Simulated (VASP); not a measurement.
# BaS (P-6m2) in VASP: a series of runs

The runs below take BaS through relaxation of shape and atoms at fixed volume, with PBE.

All numbers are computed with VASP 6.6.1; they aren't measurements. Logs are shortened: lines on timing, memory, paths and dates and some standing lists are left out, and cuts for length are marked.

## 1. The cell of the first run

The structure is hexagonal, space group P-6m2 (No. 187). Conventional cell: a = 4.427 Å, b = 4.427 Å, c = 4.022 Å, α = 90.00°, β = 90.00°, γ = 120.00°. Ba (site symmetry -6m2) has 6 S at 3.25 Å and 8 Ba at 4.02 to 4.43 Å within 4.5 Å. Within 4.5 Å of S (site symmetry -6m2) lie 6 Ba at 3.25 Å and 8 S at 4.02 to 4.43 Å.

## 2. Relaxation of shape and atoms at fixed volume, PBE (34.14 Å³/atom)

File INCAR:

```
SYSTEM = BaS
PREC = Accurate ; ENCUT = 600
EDIFF = 1E-7 ; ISMEAR = 0
SIGMA = 0.05 ; LREAL = .False.
LASPH = .True. ; NELM = 100
ALGO = Normal ; ISIF = 4
LWAVE = .False. ; LCHARG = .False.
GGA = PE ; IBRION = 2
NSW = 60 ; EDIFFG = -0.01
```

File KPOINTS:

```
regular mesh
0
Gamma
  10 10 8
  0 0 0
```

File POSCAR:

```
BaS
1.0
    4.4272141120      0.0000000000      0.0000000000
   -2.2136070560      3.8340798890      0.0000000000
    0.0000000000      0.0000000000      4.0222740334
Ba S
1 1
Direct
    0.0000000000      0.0000000000      0.0000000000
    0.6666666667      0.3333333333      0.5000000000
```

Potentials or basis: VASP PAW PBE potentials, release 64 (Ba_sv, S).

Command:

```
$ cat potpaw_PBE.64/Ba_sv/POTCAR potpaw_PBE.64/S/POTCAR > POTCAR
$ mpirun -np 1 vasp_std > vasp.out
```

OUTCAR:

```text
SYSTEM = BaS
   PREC = Accurate
   ENCUT = 600
   EDIFF = 1E-7
   ISMEAR = 0
   LREAL = .False.
   LASPH = .True.
   NELM = 100
   ISIF = 4
   GGA = PE
   IBRION = 2
   NSW = 60
   EDIFFG = -0.01

 ion  position               nearest neighbor table
   1  0.000  0.000  0.000-   2 3.25   2 3.25   2 3.25   2 3.25   2 3.25   2 3.25
   2  0.667  0.333  0.500-   1 3.25   1 3.25   1 3.25   1 3.25   1 3.25   1 3.25

  LATTYP: Found a hexagonal cell.
 ALAT       =     4.4272141120
 C/A-ratio  =     0.9085338842

  Lattice vectors:

 A1 = (   4.4272141120,   0.0000000000,   0.0000000000)
 A2 = (  -2.2136070560,   3.8340798890,   0.0000000000)
 A3 = (   0.0000000000,   0.0000000000,   4.0222740334)

Analysis of symmetry for initial positions (statically):
=====================================================================
 Subroutine PRICEL returns:
 Original cell was already a primitive cell.

 Routine SETGRP: Setting up the symmetry group for a
 hexagonal supercell.

 Subroutine GETGRP returns: Found 12 space group operations
 (whereof 12 operations were pure point group operations)
 out of a pool of 24 trial point group operations.

The static configuration has the point symmetry D_3h.

Analysis of symmetry for dynamics (positions and initial velocities):
=====================================================================
 Subroutine PRICEL returns:
 Original cell was already a primitive cell.

 Routine SETGRP: Setting up the symmetry group for a
 hexagonal supercell.

 Subroutine GETGRP returns: Found 12 space group operations
 (whereof 12 operations were pure point group operations)
 out of a pool of 24 trial point group operations.

The dynamic configuration has the point symmetry D_3h.

 Subroutine INISYM returns: Found 12 space group operations
 (whereof 12 operations are pure point group operations),
 and found     1 'primitive' translations

----------------------------------------------------------------------------------------

                                     Primitive cell

  volume of cell :      68.2753

  direct lattice vectors                    reciprocal lattice vectors
     4.427214112  0.000000000  0.000000000     0.225875680  0.130409385  0.000000000
    -2.213607056  3.834079889  0.000000000     0.000000000  0.260818770  0.000000000
     0.000000000  0.000000000  4.022274033     0.000000000  0.000000000  0.248615582

  length of vectors
     4.427214112  4.427214112  4.022274033     0.260818770  0.260818770  0.248615582

  position of ions in fractional coordinates (direct lattice)
     0.000000000  0.000000000  0.000000000
     0.666666667  0.333333333  0.500000000

  ion indices of the primitive-cell ions
   primitive index   ion index
                 1           1
                 2           2

----------------------------------------------------------------------------------------

 KPOINTS: regular mesh

Automatic generation of k-mesh.
 Grid dimensions read from file:
 generate k-points for:   10   10    8

 Generating k-lattice:

  Cartesian coordinates                     Fractional coordinates (reciprocal lattice)
     0.022587568  0.013040938  0.000000000     0.100000000  0.000000000  0.000000000
     0.000000000  0.026081877  0.000000000     0.000000000  0.100000000  0.000000000
     0.000000000  0.000000000  0.031076948     0.000000000  0.000000000  0.125000000

  Length of vectors
     0.026081877  0.026081877  0.031076948

  Shift w.r.t. Gamma in fractional coordinates (k-lattice)
     0.000000000  0.000000000  0.000000000

 Subroutine IBZKPT returns following result:
 ===========================================

 Found     70 irreducible k-points:

 Following reciprocal coordinates:
            Coordinates               Weight
  0.000000  0.000000  0.000000      1.000000
  0.100000  0.000000  0.000000      6.000000
  0.200000  0.000000  0.000000      6.000000
  0.300000  0.000000  0.000000      6.000000
  0.400000  0.000000  0.000000      6.000000
  0.500000  0.000000  0.000000      3.000000
[... 16 lines left out ...]
  0.300000  0.100000  0.125000     24.000000
  0.400000  0.100000  0.125000     24.000000
 [... further k-points ...]
   k-points           NKPTS =     70   k-points in BZ     NKDIM =     70   number of bands    NBANDS=     12
   number of dos      NEDOS =    301   number of ions     NIONS =      2
   total plane-waves  NPLWV =  41472
   dimension x,y,z NGX =    36 NGY =   36 NGZ =   32
   dimension x,y,z NGXF=    72 NGYF=   72 NGZF=   64
   ions per type =               1   1
   NGX,Y,Z   is equivalent  to a cutoff of  13.52, 13.52, 13.23 a.u.
   NGXF,Y,Z  is equivalent  to a cutoff of  27.04, 27.04, 26.45 a.u.
 SYSTEM =  BaS
   PREC   = accura    normal or accurate (medium, high low for compatibility)
   ISTART =      0    job   : 0-new  1-cont  2-samecut
   ICHARG =      2    charge: 1-file 2-atom 10-const
   ISPIN  =      1    spin polarized calculation?
   LNONCOLLINEAR =      F non collinear calculations
   LSORBIT =      F    spin-orbit coupling
   LASPH  =      T    aspherical Exc in radial PAW
   ENCUT  =  600.0 eV  44.10 Ry    6.64 a.u.   8.84  8.84  8.03*2*pi/ulx,y,z
   NELM   =    100;   NELMIN=  2; NELMDL= -5     # of ELM steps
   EDIFF  = 0.1E-06   stopping-criterion for ELM
   LREAL  =      F    real-space projection
   EDIFFG = -.1E-01   stopping-criterion for IOM
   NSW    =     60    number of steps for IOM
   IBRION =      2    ionic relax: 0-MD 1-quasi-New 2-CG
   NFREE  =      1    steps in history (QN), initial steepest desc. (CG)
   ISIF   =      4    stress and relaxation
   ISYM   =      2    0-nonsym 1-usesym 2-fastsym
   POTIM  = 0.5000    time-step for ionic-motion
   TEBEG  =    0.0;   TEEND  =   0.0 temperature during run
   PSTRESS=    0.0 pullay stress
   NELECT =      16.0000    total number of electrons
   NUPDOWN=      -1.0000    fix difference up-down
   EMIN   =  10.00;   EMAX   =-10.00  energy-range for DOS
   EFERMI =   0.00;   METHOD = LEGACY
   ISMEAR =     0;   SIGMA  =   0.05  broadening in eV -4-tet -1-fermi 0-gaus
   EFERMI_NEDOS =   21; number of points for ismear=-14 and -15
   IALGO  =     38    algorithm
   IMIX   =      4    mixing-type and parameters
     AMIX     =   0.40;   BMIX     =  1.00
     AMIX_MAG =   1.60;   BMIX_MAG =  1.00
  volume/ion in A,a.u.               =      34.14       230.37
  Fermi-wavevector in a.u.,A,eV,Ry     =   1.009316  1.907330 13.860503  1.018718
  Thomas-Fermi vector in A             =   2.142237
   LORBIT       =      0    0 simple, 1 ext, 2 COOP (PROOUT), +10 PAW based schemes
   GGA     = PE    functional components
   LHFCALC =     F    Hartree Fock is set to
   AEXX    =    0.0000 exact exchange contribution
   IVDW    =     0    specifies the selected vdW correction
   LEPSILON=     F    determine dielectric tensor
   LRPA    =     F    only Hartree local field effects (RPA)
 conjugate gradient relaxation of ions
 non-spin polarized calculation
 Gauss-broadening in eV      SIGMA  =   0.05
  energy-cutoff  :      600.00
  volume of cell :       68.28
 maximum number of plane-waves:      2296
 NGX is ok and might be reduce to    36
   NGX = 17   NGY = 17   NGZ = 17

 number of electron      15.9999999 magnetization

 Free energy of the ion-electron system (eV)
  ---------------------------------------------------
  ext. energy  EPLUGINS =         0.00000000
  ---------------------------------------------------
  free energy    TOTEN  =        -9.91221173 eV

  energy without entropy =       -9.91221173  energy(sigma->0) =       -9.91221173

 E-fermi :   1.9159     XC(G=0):  -8.4058

 val. band max:        1.6344940743   @ k =   0.0000   0.0000   0.0000
 cond. band min:       3.6509536311   @ k =   0.0000   0.0000   0.0000
 fundamental gap:      2.0164595568
 Fermi energy:         1.9159031840

 k-point     1 :       0.0000    0.0000    0.0000
  band No.  band energies     occupation
      1     -25.1712      2.00000
      2     -10.2344      2.00000
      3     -10.2344      2.00000
      4     -10.0876      2.00000
      5      -8.9895      2.00000
      6       0.8787      2.00000
      7       0.8787      2.00000
      8       1.6345      2.00000
      9       3.6510      0.00000
     10       4.5522      0.00000
     11       7.0507      0.00000
     12       7.0507      0.00000

 k-point     2 :       0.1000    0.0000    0.0000
  band No.  band energies     occupation
      1     -25.1678      2.00000
      2     -10.3522      2.00000
      3     -10.2452      2.00000
      4     -10.0807      2.00000
      5      -8.8746      2.00000
      6       0.6971      2.00000
      7       0.9135      2.00000
      8       1.5717      2.00000
      9       3.7622      0.00000
     10       4.9011      0.00000
     11       6.7317      0.00000
     12       7.0989      0.00000

 k-point     3 :       0.2000    0.0000    0.0000
  band No.  band energies     occupation
      1     -25.1589      2.00000
      2     -10.5969      2.00000
      3     -10.2733      2.00000
      4     -10.0627      2.00000
      5      -8.6377      2.00000
      6       0.3295      2.00000
      7       1.0013      2.00000
      8       1.4148      2.00000
      9       4.0095      0.00000
     10       5.7153      0.00000
     11       6.2247      0.00000
     12       7.2672      0.00000
[... 286 lines left out ...]
 k-point    23 :       0.3000    0.1000    0.1250
  band No.  band energies     occupation
      1     -25.1345      2.00000
      2     -10.8848      2.00000
      3     -10.3413      2.00000
      4     -10.1488      2.00000
      5      -8.2999      2.00000
      6      -0.0275      2.00000
      7       0.8787      2.00000
      8       1.0759      2.00000
      9       4.4123      0.00000
     10       6.1519      0.00000
     11       6.8095      0.00000
     12       7.2034      0.00000

 k-point    24 :       0.4000    0.1000    0.1250
  band No.  band energies     occupation
      1     -25.1284      2.00000
      2     -10.9767      2.00000
      3     -10.3668      2.00000
      4     -10.1260      2.00000
      5      -8.2349      2.00000
      6      -0.1494      2.00000
      7       0.9080      2.00000
      8       1.0087      2.00000
      9       4.3157      0.00000
     10       6.5012      0.00000
     11       6.9771      0.00000
     12       7.4072      0.00000

 [... further k-points ...]

------------------------ aborting loop because EDIFF is reached ----------------------------------------

  FORCE on cell =-STRESS in cart. coord.  units (eV):
  Direction    XX          YY          ZZ          XY          YZ          ZX
  --------------------------------------------------------------------------------------
  -------------------------------------------------------------------------------------
  Total       -0.3702697     -0.3702697     -0.3583359      0.0000000      0.0000000     -0.0000000
  in kB       -8.6889128     -8.6889128     -8.4088691      0.0000000      0.0000000     -0.0000000
  external PRESSURE =      -8.5955649 kB  Pullay stress =       0.0000000 kB

 VOLUME and BASIS-vectors are now :
 -----------------------------------------------------------------------------
  energy-cutoff  :      600.00
  volume of cell :       68.28
      direct lattice vectors                 reciprocal lattice vectors
     4.427214112  0.000000000  0.000000000     0.225875680  0.130409385  0.000000000
    -2.213607056  3.834079889  0.000000000     0.000000000  0.260818770  0.000000000
     0.000000000  0.000000000  4.022274033     0.000000000  0.000000000  0.248615582

 POSITION                                       TOTAL-FORCE (eV/Angst)
 -----------------------------------------------------------------------------------
      0.00000      0.00000      0.00000         0.000000      0.000000      0.000000
      2.21361      1.27803      2.01114        -0.000000     -0.000000      0.000000
 -----------------------------------------------------------------------------------
    total drift:                               -0.000000      0.000000     -0.000000

  FREE ENERGIE OF THE ION-ELECTRON SYSTEM (eV)
  ---------------------------------------------------
  free  energy   TOTEN  =        -9.9122117253 eV

  energy  without entropy=       -9.9122117253  energy(sigma->0) =       -9.91221173

 reached required accuracy - stopping structural energy minimisation
```

It took 20 s on 1 thread of Intel Xeon 6975P-C (Granite Rapids), shared host; peak memory 0.24 GiB.

What came out:

* Free energy: -9.9122 eV
* Pressure after relaxing: -0.9 GPa
* Band gap on the k mesh: 2.02 eV

Final structure:
```yaml
crystal:
  lattice:
    - [4.42721, 0.00000, 0.00000]
    - [-2.21361, 3.83408, 0.00000]
    - [0.00000, 0.00000, 4.02227]
  atoms:
    - { symbol: Ba, position: [0.00000, 0.00000, 0.00000] }
    - { symbol: S, position: [0.66667, 0.33333, 0.50000] }
```

Caveat: spin-orbit coupling is left out, which moves the levels of the heavy elements. A k mesh can miss the band edges.

## 3. Relaxation of shape and atoms at fixed volume, PBE (35.12 Å³/atom)

This run uses another cell than the first one, of 35.12 Å³/atom.

File INCAR:

```
SYSTEM = BaS
ALGO = Normal ; EDIFF = 1E-6
EDIFFG = -0.01 ; ENCUT = 600
GGA = PE ; IBRION = 2
ISIF = 4 ; ISMEAR = 0
LASPH = .TRUE. ; LCHARG = .FALSE.
LREAL = .FALSE. ; LWAVE = .FALSE.
NELM = 60 ; NSW = 60
PREC = Accurate ; SIGMA = 0.05
```

File KPOINTS:

```
k-points
0
G
  10 10 8
  0 0 0
```

File POSCAR:

```
BaS
1.0
    4.4693805937      0.0000000000      0.0000000000
   -2.2346902969      3.8705971333      0.0000000000
    0.0000000000      0.0000000000      4.0605837108
Ba S
1 1
Direct
    0.0000000000      0.0000000000      0.0000000000
    0.6666666667      0.3333333333      0.5000000000
```

Potentials or basis: VASP PAW PBE potentials, release 64 (Ba_sv, S).

Command:

```
$ cat potpaw_PBE.64/Ba_sv/POTCAR potpaw_PBE.64/S/POTCAR > POTCAR
$ mpirun -np 1 vasp_std > vasp.out
```

It took 27 s on 1 thread of Intel Xeon 6975P-C (Granite Rapids), shared host; peak memory 0.25 GiB.

Results (log left out):

```yaml
Free_energy: -9.8958 eV
Energy_gained_by_relaxing: 0.0 meV/atom
Ionic_steps: 2
Pressure_after_relaxing: -1.8 GPa
Band_gap_on_the_k_mesh: 2.04 eV
```

Final structure:
```cif
data_structure
_symmetry_space_group_name_H-M 'P 1'
_symmetry_Int_Tables_number 1
_cell_length_a 4.4725
_cell_length_b 4.4725
_cell_length_c 4.0549
_cell_angle_alpha 90.000
_cell_angle_beta 90.000
_cell_angle_gamma 120.000
_cell_volume 70.24
loop_
_atom_site_label
_atom_site_type_symbol
_atom_site_fract_x
_atom_site_fract_y
_atom_site_fract_z
_atom_site_occupancy
Ba1 Ba 0.00000 0.00000 0.00000 1
S1 S 0.66667 0.33333 0.50000 1
```

Levels at points of the mesh, in eV from the valence-band top:
| k point | band 6 | band 7 | band 8 | band 9 | band 10 | band 11 |
| --- | --- | --- | --- | --- | --- | --- |
| (0.00, 0.00, 0.00) | -0.72 | -0.72 | 0.00 | 2.04 | 2.82 | 5.33 |
| (0.50, 0.00, 0.00) | -1.86 | -0.55 | -0.43 | 2.24 | 5.04 | 5.58 |
| (0.00, 0.00, 0.50) | -2.23 | -0.58 | -0.58 | 3.83 | 3.83 | 4.67 |
| (0.50, 0.00, 0.50) | -1.54 | -1.16 | -1.12 | 3.48 | 4.68 | 6.49 |

Caveat: spin-orbit coupling is left out, which moves the levels of the heavy elements.
